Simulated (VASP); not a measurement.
A run of VASP 6.6.1 is set up as follows.

File INCAR:

```
SYSTEM = Be24F
PREC = Accurate ; ENCUT = 520
EDIFF = 1E-6 ; ISMEAR = 0
SIGMA = 0.1 ; LREAL = Auto
LASPH = .TRUE. ; NELM = 80
ALGO = Normal ; ISIF = 2
LWAVE = .FALSE. ; LCHARG = .FALSE.
LDIPOL = .TRUE. ; IDIPOL = 3
DIPOL = 0.5 0.5 0.321 ; GGA = PE
IBRION = 2 ; NSW = 36
EDIFFG = -0.025 ; KPAR = 4
```

The input KPOINTS:

```
Automatic mesh
0
G
  6 4 1
  0 0 0
```

File POSCAR:

```
Be24F
1.0
    4.5254381414      0.0000000000      0.0000000000
    0.0000000000      7.1336190818      0.0000000000
    0.0000000000      0.0000000000     19.8685529777
Be F
24 1
Selective dynamics
Direct
    0.0000000000      0.3750000000      0.2013231665  F F F
    0.0000000000      0.8750000000      0.2013231665  F F F
    0.5000000000      0.3750000000      0.2013231665  F F F
    0.5000000000      0.8750000000      0.2013231665  F F F
    0.2500000000      0.1250000000      0.2341987732  F F F
    0.2500000000      0.6250000000      0.2341987732  F F F
    0.7500000000      0.1250000000      0.2341987732  F F F
    0.7500000000      0.6250000000      0.2341987732  F F F
    0.2500000000      0.3750000000      0.2999499865  F F F
    0.2500000000      0.8750000000      0.2999499865  F F F
    0.7500000000      0.3750000000      0.2999499865  F F F
    0.7500000000      0.8750000000      0.2999499865  F F F
    0.0000000000      0.1250000000      0.3268353583  F F F
    0.0000000000      0.6250000000      0.3268353583  F F F
    0.5000000000      0.1250000000      0.3268353583  F F F
    0.5000000000      0.6250000000      0.3268353583  F F F
    0.0000000000      0.3750000000      0.3993099146  F F F
    0.0000000000      0.8750000000      0.3993099146  F F F
    0.5000000000      0.3750000000      0.3993099146  F F F
    0.5000000000      0.8750000000      0.3993099146  F F F
    0.2500000000      0.1250000000      0.4211958962  F F F
    0.2500000000      0.6250000000      0.4211958962  F F F
    0.7500000000      0.1250000000      0.4211958962  F F F
    0.7500000000      0.6250000000      0.4211958962  F F F
    0.4166666667      0.1250000000      0.4863546374  F F T
```

Potentials or basis: VASP PAW PBE potentials, release 64 (Be, F).

The run is started by

```sh
$ cat potpaw_PBE.64/Be/POTCAR potpaw_PBE.64/F/POTCAR > POTCAR
$ mpirun -np 4 vasp_std > vasp.out
```

**Question.** What does it give for the energy gained by relaxing?

**Answer.** 0.7 meV/atom.

**Question.** Estimate the band gap on the k mesh.

**Answer.** Zero (an odd number of electrons rules out a gap without spin polarisation).

Step by step:
```tsv
step	energy change (eV)	largest force on free atoms (eV/Å)	pressure (GPa)
1	0.0000	0.7426	-0.16
2	-0.0166	0.1899	-0.25
3	-0.0177	0.0046	-0.29
```
